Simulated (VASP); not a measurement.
A run of VASP 6.6.1:

Contents of INCAR:

```
SYSTEM = ZrH4
ALGO = Normal ; EDIFF = 1E-6
EDIFFG = -0.01 ; ENCUT = 600
GGA = PE ; IBRION = 2
ISIF = 3 ; ISMEAR = 0
LASPH = .TRUE. ; LCHARG = .FALSE.
LREAL = .FALSE. ; LWAVE = .FALSE.
NELM = 60 ; NSW = 100
PREC = Accurate ; SIGMA = 0.1
```

File KPOINTS:

```
k-points
0
G
  12 12 8
  0 0 0
```

The input POSCAR:

```
ZrH4
1.0
    3.3472104517      0.0000000000      0.0000000000
   -1.6736052258      2.8987692830      0.0000000000
    0.0000000000      0.0000000000      4.1213407193
Zr H
1 4
Direct
    0.0000000000      0.0000000000      0.5000000000
    0.3333333333      0.6666666667      0.7347820130
    0.3333333333      0.6666666667      0.2652179870
    0.0000000000      0.0000000000      0.0000000000
    0.6666666667      0.3333333333      0.5000000000
```

Potentials or basis: VASP PAW PBE potentials, release 64 (Zr_sv, H).

Command:

```console
$ cat potpaw_PBE.64/Zr_sv/POTCAR potpaw_PBE.64/H/POTCAR > POTCAR
$ mpirun -np 1 vasp_std > vasp.out
```

Hardware: 1 thread of Intel(R) Xeon(R) Platinum 8488C (Sapphire Rapids), with other jobs on the host.

Task: Estimate the wall time of this run.

Result: Run time: 110 s on 1 thread of Intel(R) Xeon(R) Platinum 8488C (Sapphire Rapids), with other jobs on the host, peak memory 0.22 GiB. Counts: scf iterations 43, k points 95, ion steps 6.
